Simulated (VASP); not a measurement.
Here is a VASP 6.6.1 calculation.

File INCAR:

```
  PREC = Accurate
  ENCUT = 520
  EDIFF = 1E-6
  ISMEAR = -1
  SIGMA = 0.05
  LREAL = False
  LASPH = True
  NELM = 80
  ALGO = Normal
  ISIF = 2
  LWAVE = False
  LCHARG = False
  NBANDS = 12
```

File KPOINTS:

```
Automatic mesh
0
Gamma
  12 12 12
```

File POSCAR:

```
Li
1.0
    1.5505000000      0.8951800000      7.5883000000
   -1.5505000000      0.8951800000      7.5883000000
    0.0000000000     -1.7903600000      7.5883000000
Li
3
Direct
    0.0000000000      0.0000000000      0.0000000000
    0.2132145452      0.2132145452      0.2132145452
    0.7780000000      0.7780000000      0.7780000000
```

Potentials or basis: VASP PAW LDA potentials, release 64 (Li_sv).

Launch:

```console
$ cat potpaw_LDA.64/Li_sv/POTCAR > POTCAR
$ mpirun -np 1 vasp_std > vasp.out
```

Task: Estimate the largest force.

Result: 0.223 eV/Å.

Task: Predict the band gap on the k mesh.

Result: Zero (an odd number of electrons rules out a gap without spin polarisation).

Forces on the atoms (eV/Å):
```
Li   0.000  0.000 -0.078
Li   0.000  0.000  0.223
Li   0.000  0.000 -0.145
```
